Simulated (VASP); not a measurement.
Input of a VASP 6.6.1 run:

INCAR

```
SYSTEM = Si4Ge
PREC = Accurate
ENCUT = 520
EDIFF = 1E-6
ISMEAR = 0
SIGMA = 0.02
LREAL = .FALSE.
LASPH = .TRUE.
NELM = 80
ALGO = Normal
ISIF = 2
LWAVE = .FALSE.
LCHARG = .FALSE.
GGA = PE
NBANDS = 41
```

The input KPOINTS:

```
Automatic mesh
0
G
  6 6 6
  0 0 0
```

The input POSCAR:

```
Si4Ge
1.0
   -4.5047601678      4.5047601678      2.8491915682
    4.5047601678     -4.5047601678      2.8491915682
    4.5047601678      4.5047601678     -2.8491915682
Si Ge
8 2
Direct
    0.3926523684      0.1964225352      0.6004411755
    0.5422111928      0.6426523684      0.6962298332
    0.3573476316      0.0535774648      0.8995588245
    0.9464225352      0.8459813597      0.3037701668
    0.2077888072      0.6073476316      0.8037701668
    0.1540186403      0.4577888072      0.1004411755
    0.8035774648      0.4040186403      0.1962298332
    0.5959813597      0.7922111928      0.3995588245
    0.0000000000      0.0000000000      0.0000000000
    0.7500000000      0.2500000000      0.5000000000
```

Potentials or basis: VASP PAW PBE potentials, release 64 (Si, Ge_d).

Run with:

```console
$ cat potpaw_PBE.64/Si/POTCAR potpaw_PBE.64/Ge_d/POTCAR > POTCAR
$ mpirun -np 1 vasp_std > vasp.out
```

Task: Estimate the pressure.

Result: -6.4 GPa.

Task: Predict the band gap on the k mesh.

Result: 0.83 eV (least direct gap 1.39 eV).

Task: What does it give for the largest force?

Result: 0.004 eV/Å.

Forces on the atoms (eV/Å):
```
Si   0.003  0.001 -0.003
Si   0.001 -0.003 -0.003
Si  -0.003 -0.001  0.003
Si  -0.001  0.003 -0.003
Si  -0.001  0.003  0.003
Si   0.003  0.001  0.003
Si   0.001 -0.003  0.003
Si  -0.003 -0.001 -0.003
Ge   0.000  0.000  0.000
Ge   0.000  0.000  0.000
```

Caveat: the cell stands under tension. A k mesh can miss the band edges.
